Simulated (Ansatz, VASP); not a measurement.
## Two plane-wave programs on P

```
P
1.0
     5.04377   -4.48541    0.00469
     5.04377    4.48541    0.00469
    -0.01936    0.00000    5.83538
P
8
Cartesian
  8.4558 0.0000 1.4804
  1.6124 0.0000 4.3644
  7.1992 0.0000 3.2963
  2.8690 0.0000 2.5485
  6.5435 1.1038 1.4996
  3.5246 1.1038 4.3452
  3.5246 -1.1038 4.3452
  6.5435 -1.1038 1.4996
```

Alike in both runs: functional PBE; k mesh 4 × 4 × 4; occupations gaussian, width 0.1 eV; no spin polarisation.

Ansatz relaxed the structure, and its values are those at the end. VASP's run is a single point on that final structure, the one shown.

```csv
,VASP,Ansatz
version,VASP 6.6.1,Ansatz 0.2.0
potentials or method,"VASP PAW PBE potentials, release 64 (P), cutoff 520 eV","scalar-relativistic, plane waves, PAW"
valence electrons in the cell,40,40
```

VASP gave:

- gap on the k mesh at the Fermi level (eV): 3.41
- least direct gap on the mesh (eV): 3.52
- pressure (GPa): -0.2
- rms of the force components (eV/Å): 0.070

Task: Estimate Ansatz's values.

Result: gap on the k mesh at the Fermi level (eV): 3.42; least direct gap on the mesh (eV): 3.50; pressure (GPa): 0.1; rms of the force components (eV/Å): 0.012.

The functional is the same, so the differences come from potentials, cutoffs and numerics.
